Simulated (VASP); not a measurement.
The system is Ti.

```
Ti
1.0
    -1.64000    1.64000    1.64000
     1.64000   -1.64000    1.64000
     1.64000    1.64000   -1.64000
Ti
1
Direct
  0.00000 0.00000 0.00000
```

This isn't the form of Ti at room conditions, which is hcp.

```yaml
Program: VASP 6.6.1
Task: relaxation of volume and atoms at fixed shape
Functional: PBEsol
Potentials_or_basis: VASP PAW PBE potentials, release 64 (Ti_sv)
Cutoff: 500 eV
k_mesh: 9 × 9 × 9
Occupations: gaussian, width 0.1 eV
Spin: no spin polarisation
```

At the start: pressure -6.7 GPa; volume 17.64 Å³/atom.

Problem. How do energy, volume and symmetry change on relaxing?

Solution. Over 3 steps the energy falls by 24.8 meV/atom and the volume is 16.52 Å³/atom (-6.4 %); space group Im-3m (No. 229, to 0.1 Å) before and after.

The path:
| step | energy change (eV) | largest force (eV/Å) | pressure (GPa) | volume (Å³) |
| --- | --- | --- | --- | --- |
| 1 | 0.0000 | 0.0000 | -6.73 | 17.64 |
| 2 | -0.0140 | 0.0000 | 5.11 | 15.82 |
| 3 | -0.0248 | 0.0000 | 0.01 | 16.52 |

Final structure:
```xyz
1
Lattice="-1.6043 1.6043 1.6043 1.6043 -1.6043 1.6043 1.6043 1.6043 -1.6043" Properties=species:S:1:pos:R:3 pbc="T T T"
Ti    0.0000    0.0000    0.0000
```

Caveat: the PAW data sets were made with another functional, which shifts forces and pressure a little.
